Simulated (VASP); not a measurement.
# Rh (P6_3/mmc) in VASP: further runs

Rh is run at these levels: PBEsol; tasks: single point.

All numbers are computed with VASP 6.6.1; they aren't measurements. Logs are shortened: lines on timing, memory, paths and dates and some standing lists are left out, and cuts for length are marked.

**1. The cell of the first run**

Symmetry: P6_3/mmc, No. 194, hexagonal system. The conventional cell has a = 2.749 Å, b = 2.749 Å, c = 4.458 Å, α = 90.00°, β = 90.00°, γ = 120.00°. Rh (site symmetry -6m2) has 12 Rh at 2.74 to 2.75 Å within 3.6 Å.

**2. Single point, PBEsol**

INCAR

```
SYSTEM = Rh
ALGO     = Normal         ! electronic algorithm
EDIFF    = 1E-6           ! SCF threshold, eV
ENCUT    = 520            ! plane-wave cutoff, eV
GGA      = PS             ! functional
ISIF     = 2              ! what is computed and relaxed
ISMEAR   = -1             ! smearing method
LASPH    = .True.         ! aspherical terms in the spheres
LCHARG   = .True.         ! write CHGCAR
LELF     = .True.         ! ELF
LREAL    = .False.        ! projectors in reciprocal space
LVHAR    = .True.       
LWAVE    = .False.        ! write WAVECAR
NBANDS   = 22             ! bands
NELM     = 80             ! most SCF steps
PREC     = Accurate       ! precision mode
SIGMA    = 0.05           ! smearing width, eV
```

KPOINTS

```
k-points
0
Gamma
  11 11 6
  0 0 0
```

POSCAR

```
Rh
1.0
    2.7490655232      0.0000000000      0.0000000000
   -1.3745327616      2.3807605798      0.0000000000
    0.0000000000      0.0000000000      4.4578175964
Rh
2
Direct
    0.3333333333      0.6666666667      0.2500000000
    0.6666666667      0.3333333333      0.7500000000
```

Potentials or basis: VASP PAW PBE potentials, release 64 (Rh_pv).

Launch:

```
$ cat potpaw_PBE.64/Rh_pv/POTCAR > POTCAR
$ mpirun -np 1 vasp_std > vasp.out
```

OUTCAR:

```text
SYSTEM = Rh
   EDIFF = 1E-6
   ENCUT = 520
   GGA = PS
   ISIF = 2
   ISMEAR = -1
   LASPH = .True.
   LREAL = .False.
   NELM = 80
   PREC = Accurate

 ion  position               nearest neighbor table
   1  0.333  0.667  0.250-   2 2.74   2 2.74   2 2.74   2 2.74   2 2.74   2 2.74
   2  0.667  0.333  0.750-   1 2.74   1 2.74   1 2.74   1 2.74   1 2.74   1 2.74

  LATTYP: Found a hexagonal cell.
 ALAT       =     2.7490655232
 C/A-ratio  =     1.6215756077

  Lattice vectors:

 A1 = (   2.7490655232,   0.0000000000,   0.0000000000)
 A2 = (  -1.3745327616,   2.3807605798,   0.0000000000)
 A3 = (   0.0000000000,   0.0000000000,   4.4578175964)

Analysis of symmetry for initial positions (statically):
=====================================================================
 Subroutine PRICEL returns:
 Original cell was already a primitive cell.

 Routine SETGRP: Setting up the symmetry group for a
 hexagonal supercell.

 Subroutine GETGRP returns: Found 24 space group operations
 (whereof 12 operations were pure point group operations)
 out of a pool of 24 trial point group operations.

The static configuration has the point symmetry D_3d.
 The point group associated with its full space group is D_6h.

Analysis of symmetry for dynamics (positions and initial velocities):
=====================================================================
 Subroutine PRICEL returns:
 Original cell was already a primitive cell.

 Routine SETGRP: Setting up the symmetry group for a
 hexagonal supercell.

 Subroutine GETGRP returns: Found 24 space group operations
 (whereof 12 operations were pure point group operations)
 out of a pool of 24 trial point group operations.

The dynamic configuration has the point symmetry D_3d.
 The point group associated with its full space group is D_6h.

 Subroutine INISYM returns: Found 24 space group operations
 (whereof 12 operations are pure point group operations),
 and found     1 'primitive' translations

----------------------------------------------------------------------------------------

                                     Primitive cell

  volume of cell :      29.1758

  direct lattice vectors                    reciprocal lattice vectors
     2.749065523  0.000000000  0.000000000     0.363759973  0.210016918  0.000000000
    -1.374532762  2.380760580  0.000000000     0.000000000  0.420033836  0.000000000
     0.000000000  0.000000000  4.457817596     0.000000000  0.000000000  0.224325015

  length of vectors
     2.749065523  2.749065523  4.457817596     0.420033836  0.420033836  0.224325015

  position of ions in fractional coordinates (direct lattice)
     0.333333333  0.666666667  0.250000000
     0.666666667  0.333333333  0.750000000

  ion indices of the primitive-cell ions
   primitive index   ion index
                 1           1
                 2           2

----------------------------------------------------------------------------------------

 KPOINTS: k-points

Automatic generation of k-mesh.
 Grid dimensions read from file:
 generate k-points for:   11   11    6

 Generating k-lattice:

  Cartesian coordinates                     Fractional coordinates (reciprocal lattice)
     0.033069088  0.019092447  0.000000000     0.090909091  0.000000000  0.000000000
     0.000000000  0.038184894  0.000000000     0.000000000  0.090909091  0.000000000
     0.000000000  0.000000000  0.037387503     0.000000000  0.000000000  0.166666667

  Length of vectors
     0.038184894  0.038184894  0.037387503

  Shift w.r.t. Gamma in fractional coordinates (k-lattice)
     0.000000000  0.000000000  0.000000000

 Subroutine IBZKPT returns following result:
 ===========================================

 Found     64 irreducible k-points:

 Following reciprocal coordinates:
            Coordinates               Weight
  0.000000  0.000000  0.000000      1.000000
  0.090909 -0.000000  0.000000      6.000000
  0.181818  0.000000  0.000000      6.000000
  0.272727  0.000000  0.000000      6.000000
  0.363636  0.000000  0.000000      6.000000
  0.454545 -0.000000  0.000000      6.000000
[... 16 lines left out ...]
  0.090909  0.090909  0.166667     12.000000
  0.181818  0.090909  0.166667     24.000000
 [... further k-points ...]
   k-points           NKPTS =     64   k-points in BZ     NKDIM =     64   number of bands    NBANDS=     22
   number of dos      NEDOS =    301   number of ions     NIONS =      2
   total plane-waves  NPLWV =  14400
   dimension x,y,z NGX =    20 NGY =   20 NGZ =   36
   dimension x,y,z NGXF=    40 NGYF=   40 NGZF=   72
   ions per type =               2
   NGX,Y,Z   is equivalent  to a cutoff of  12.09, 12.09, 13.43 a.u.
   NGXF,Y,Z  is equivalent  to a cutoff of  24.19, 24.19, 26.85 a.u.
 SYSTEM =  Rh
   PREC   = accura    normal or accurate (medium, high low for compatibility)
   ISTART =      0    job   : 0-new  1-cont  2-samecut
   ICHARG =      2    charge: 1-file 2-atom 10-const
   ISPIN  =      1    spin polarized calculation?
   LNONCOLLINEAR =      F non collinear calculations
   LSORBIT =      F    spin-orbit coupling
   LASPH  =      T    aspherical Exc in radial PAW
   ENCUT  =  520.0 eV  38.22 Ry    6.18 a.u.   5.11  5.11  8.29*2*pi/ulx,y,z
   NELM   =     80;   NELMIN=  2; NELMDL= -5     # of ELM steps
   EDIFF  = 0.1E-05   stopping-criterion for ELM
   LREAL  =      F    real-space projection
   EDIFFG = 0.1E-04   stopping-criterion for IOM
   NSW    =      0    number of steps for IOM
   IBRION =     -1    ionic relax: 0-MD 1-quasi-New 2-CG
   NFREE  =      0    steps in history (QN), initial steepest desc. (CG)
   ISIF   =      2    stress and relaxation
   ISYM   =      2    0-nonsym 1-usesym 2-fastsym
   POTIM  = 0.5000    time-step for ionic-motion
   TEBEG  =    0.0;   TEEND  =   0.0 temperature during run
   PSTRESS=    0.0 pullay stress
   NELECT =      30.0000    total number of electrons
   NUPDOWN=      -1.0000    fix difference up-down
   EMIN   =  10.00;   EMAX   =-10.00  energy-range for DOS
   EFERMI =   0.00;   METHOD = LEGACY
   ISMEAR =    -1;   SIGMA  =   0.05  broadening in eV -4-tet -1-fermi 0-gaus
   EFERMI_NEDOS =   21; number of points for ismear=-14 and -15
   IALGO  =     38    algorithm
   IMIX   =      4    mixing-type and parameters
     AMIX     =   0.40;   BMIX     =  1.00
     AMIX_MAG =   1.60;   BMIX_MAG =  1.00
  volume/ion in A,a.u.               =      14.59        98.44
  Fermi-wavevector in a.u.,A,eV,Ry     =   1.652371  3.122528 37.148391  2.730330
  Thomas-Fermi vector in A             =   2.740991
   LORBIT       =      0    0 simple, 1 ext, 2 COOP (PROOUT), +10 PAW based schemes
   GGA     = PS    functional components
   LHFCALC =     F    Hartree Fock is set to
   AEXX    =    0.0000 exact exchange contribution
   IVDW    =     0    specifies the selected vdW correction
   LEPSILON=     F    determine dielectric tensor
   LRPA    =     F    only Hartree local field effects (RPA)
 non-spin polarized calculation
  energy-cutoff  :      520.00
  volume of cell :       29.18
 maximum number of plane-waves:       795
   NGX = 11   NGY = 11   NGZ = 17

 number of electron      30.0000003 magnetization

 Free energy of the ion-electron system (eV)
  ---------------------------------------------------
  ext. energy  EPLUGINS =         0.00000000
  ---------------------------------------------------
  free energy    TOTEN  =       -16.07932578 eV

  energy without entropy =      -16.04821273  energy(sigma->0) =      -16.06376926

 E-fermi :  10.7756     XC(G=0): -13.8383

 val. band max:       10.7644429616   @ k =   0.3636   0.1818   0.3333
 cond. band min:      10.7781040572   @ k =   0.0909   0.0909   0.3333
 fundamental gap:      0.0136610957
 Fermi energy:        10.7756172834

 k-point     1 :       0.0000    0.0000    0.0000
  band No.  band energies     occupation
      1     -36.1358      2.00000
      2     -35.6007      2.00000
      3     -35.6007      2.00000
      4     -35.5264      2.00000
      5     -35.5134      2.00000
      6     -35.5134      2.00000
[... 14 lines left out ...]
     21      28.7404      0.00000
     22      29.3192      0.00000

 k-point     2 :       0.0909   -0.0000    0.0000
  band No.  band energies     occupation
      1     -36.1202      2.00000
      2     -35.6361      2.00000
      3     -35.6122      2.00000
      4     -35.5501      2.00000
      5     -35.5328      2.00000
      6     -35.5192      2.00000
[... 14 lines left out ...]
     21      29.0435      0.00000
     22      29.3517      0.00000

 k-point     3 :       0.1818    0.0000    0.0000
  band No.  band energies     occupation
      1     -36.0761      2.00000
      2     -35.7313      2.00000
      3     -35.6471      2.00000
      4     -35.6421      2.00000
      5     -35.5525      2.00000
      6     -35.5355      2.00000
[... 14 lines left out ...]
     21      28.8560      0.00000
     22      29.1095      0.00000

 k-point     4 :       0.2727    0.0000    0.0000
  band No.  band energies     occupation
      1     -36.0113      2.00000
      2     -35.8563      2.00000
      3     -35.7709      2.00000
      4     -35.6800      2.00000
      5     -35.5852      2.00000
      6     -35.5579      2.00000
[... 14 lines left out ...]
     21      26.6313      0.00000
     22      27.4666      0.00000

 k-point     5 :       0.3636    0.0000    0.0000
  band No.  band energies     occupation
      1     -35.9713      2.00000
      2     -35.9388      2.00000
      3     -35.8815      2.00000
      4     -35.7139      2.00000
      5     -35.6281      2.00000
      6     -35.5792      2.00000
[... 14 lines left out ...]
     21      24.7701      0.00000
     22      25.9689      0.00000

 k-point     6 :       0.4545   -0.0000    0.0000
  band No.  band energies     occupation
      1     -36.0397      2.00000
      2     -35.9460      2.00000
      3     -35.8818      2.00000
      4     -35.7336      2.00000
      5     -35.6674      2.00000
      6     -35.5921      2.00000
[... 14 lines left out ...]
     21      23.6479      0.00000
     22      24.7340      0.00000

 k-point     7 :       0.0909    0.0909    0.0000
  band No.  band energies     occupation
      1     -36.0903      2.00000
      2     -35.6945      2.00000
      3     -35.6525      2.00000
      4     -35.5990      2.00000
      5     -35.5459      2.00000
      6     -35.5354      2.00000
[... 324 lines left out ...]
      6     -35.5661      2.00000
[... 14 lines left out ...]
     21      27.0520      0.00000
     22      27.0724      0.00000

 k-point    21 :       0.3636    0.0000    0.1667
  band No.  band energies     occupation
      1     -36.0189      2.00000
      2     -35.9167      2.00000
      3     -35.8568      2.00000
      4     -35.7049      2.00000
      5     -35.6267      2.00000
      6     -35.5883      2.00000
[... 14 lines left out ...]
     21      25.2813      0.00000
     22      25.2942      0.00000

 k-point    22 :       0.4545   -0.0000    0.1667
  band No.  band energies     occupation
      1     -36.0663      2.00000
      2     -35.9759      2.00000
      3     -35.8334      2.00000
      4     -35.7243      2.00000
      5     -35.6583      2.00000
      6     -35.6017      2.00000
[... 14 lines left out ...]
     21      24.2075      0.00000
     22      24.7153      0.00000

 k-point    23 :       0.0909    0.0909    0.1667
  band No.  band energies     occupation
      1     -36.0591      2.00000
      2     -35.6847      2.00000
      3     -35.6604      2.00000
      4     -35.6185      2.00000
      5     -35.5544      2.00000
      6     -35.5422      2.00000
[... 14 lines left out ...]
     21      28.0940      0.00000
     22      29.0808      0.00000

 k-point    24 :       0.1818    0.0909    0.1667
  band No.  band energies     occupation
      1     -36.0195      2.00000
      2     -35.7813      2.00000
      3     -35.7568      2.00000
      4     -35.6592      2.00000
      5     -35.5794      2.00000
      6     -35.5678      2.00000
[... 14 lines left out ...]
     21      26.3824      0.00000
     22      27.8866      0.00000

 [... further k-points ...]
[... 5 lines left out ...]
  --------------------------------------------------------------------------------------
  -------------------------------------------------------------------------------------
  Total       -3.1607647     -3.1607647     -3.4221132      0.0000000      0.0000000      0.0000000
  in kB     -173.5719870   -173.5719870   -187.9238257      0.0000000      0.0000000      0.0000000
  external PRESSURE =    -178.3559332 kB  Pullay stress =       0.0000000 kB

 VOLUME and BASIS-vectors are now :
 -----------------------------------------------------------------------------
  energy-cutoff  :      520.00
  volume of cell :       29.18
      direct lattice vectors                 reciprocal lattice vectors
     2.749065523  0.000000000  0.000000000     0.363759973  0.210016918  0.000000000
    -1.374532762  2.380760580  0.000000000     0.000000000  0.420033836  0.000000000
     0.000000000  0.000000000  4.457817596     0.000000000  0.000000000  0.224325015

 POSITION                                       TOTAL-FORCE (eV/Angst)
 -----------------------------------------------------------------------------------
     -0.00000      1.58717      1.11445        -0.000000      0.000000      0.000000
      1.37453      0.79359      3.34336         0.000000     -0.000000      0.000000
 -----------------------------------------------------------------------------------
    total drift:                               -0.000000      0.000000     -0.000000

  FREE ENERGIE OF THE ION-ELECTRON SYSTEM (eV)
  ---------------------------------------------------
  free  energy   TOTEN  =       -16.0793257790 eV

  energy  without entropy=      -16.0482127317  energy(sigma->0) =      -16.06376926
```

It took 14 s on 1 thread of Intel Xeon 6975P-C (Granite Rapids), shared host; peak memory 0.15 GiB.

What came out:

```yaml
Free_energy: -16.0793 eV
Pressure: -17.8 GPa
Band_gap_on_the_k_mesh: zero (band 15 reaches 11.34 eV, above the bottom of band 16 at 9.20 eV)
```

Caveat: the PAW data sets were made with another functional, which shifts forces and pressure a little.

**3. Single point, PBEsol**

This run uses another cell than the first one, of 14.87 Å³/atom, 1.020 times its volume.

INCAR

```
SYSTEM = Rh
PREC = Accurate
ENCUT = 520
EDIFF = 1E-6
ISMEAR = -1
SIGMA = 0.05
LREAL = .False.
LASPH = .True.
NELM = 80
ALGO = Fast
ISIF = 2
LWAVE = .False.
LCHARG = .False.
GGA = PS
NBANDS = 22
```

KPOINTS

```
Automatic mesh
0
Gamma
  11 11 6
  0 0 0
```

POSCAR

```
Rh
1.0
    2.7669170982      0.0000000000      0.0000000000
   -1.3834585491      2.3962204973      0.0000000000
    0.0000000000      0.0000000000      4.4867652751
Rh
2
Direct
    0.3333333333      0.6666666667      0.2500000000
    0.6666666667      0.3333333333      0.7500000000
```

Potentials or basis: VASP PAW PBE potentials, release 64 (Rh_pv).

Launch:

```
$ cat potpaw_PBE.64/Rh_pv/POTCAR > POTCAR
$ mpirun -np 1 vasp_std > vasp.out
```

Wall time 16 s (1 thread of Intel Xeon 6975P-C (Granite Rapids), shared host); peak memory 0.16 GiB.

Results (log left out):

| Item | Value |
| --- | --- |
| Free energy | -16.0096 eV |
| Pressure | -21.3 GPa |
| Band gap on the k mesh | zero (band 15 reaches 10.99 eV, above the bottom of band 16 at 8.91 eV) |

Stress tensor (GPa, compression positive):
```
-20.81   0.00   0.00
  0.00 -20.81   0.00
  0.00   0.00 -22.30
```

Levels at points of the mesh, in eV from the Fermi level:
| k point | band 12 | band 13 | band 14 | band 15 | band 16 | band 17 | band 18 | band 19 |
| --- | --- | --- | --- | --- | --- | --- | --- | --- |
| (0.00, 0.00, 0.00) | -2.22 | -2.22 | -1.67 | -1.67 | 0.13 | 0.13 | 0.73 | 7.80 |
| (0.00, 0.00, 0.50) | -2.78 | -2.78 | -2.78 | -0.38 | -0.38 | -0.38 | -0.38 | 14.37 |

Caveat: the PAW data sets were made with another functional, which shifts forces and pressure a little.
